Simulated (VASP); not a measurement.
Set up this calculation in VASP 6.6.1, as the native input.

```
Task                   : electric field gradients
Functional             : LDA
Potentials or basis    : VASP PAW LDA potentials, release 64 (Hg)
Cutoff                 : 520 eV
k mesh                 : 12 × 12 × 12
Occupations            : fermi-dirac, width 0.03 eV
Spin                   : no spin polarisation
Dipole correction      : no
Further INCAR settings : ALGO = Normal; EDIFF = 1e-08; NBANDS = 12
```

The structure of Hg lies in POSCAR:

```
Hg
1.0
    1.7414577458      1.0054310984      2.2487951332
   -1.7414577458      1.0054310984      2.2487951332
    0.0000000000     -2.0108621967      2.2487951332
Hg
1
Direct
    0.0000000000      0.0000000000      0.0000000000
```

These files were run (other wordings do the same):

INCAR

```
SYSTEM = Hg
ALGO = Normal ; EDIFF = 1E-8
ENCUT = 520 ; ISIF = 2
ISMEAR = -1 ; LASPH = .TRUE.
LCHARG = .FALSE. ; LEFG = .TRUE.
LREAL = .FALSE. ; LWAVE = .FALSE.
NBANDS = 12 ; NELM = 80
PREC = Accurate ; SIGMA = 0.03
```

KPOINTS

```
k-points
0
G
  12 12 12
  0 0 0
```

Potentials or basis: VASP PAW LDA potentials, release 64 (Hg).

The run is started by

```console
$ cat potpaw_LDA.64/Hg/POTCAR > POTCAR
$ mpirun -np 1 vasp_std > vasp.out
```

Results of the run:

```
Pressure                                : -1.9 GPa
Band gap on the k mesh                  : zero (bands 6 and 7 overlap by 3.11 eV)
Largest electric field gradient by atom : Hg -142.5 V/Å²
```

Caveat: without QUAD_EFG the Cq values of the log hold for a quadrupole moment of 1 mb, not for the nuclei; spin-orbit coupling is left out, which moves the levels of the heavy elements.

It took 18 s on 1 thread of AMD EPYC 9R45 96-Core Processor (Zen 5) (shared host), peak memory 0.14 GiB.
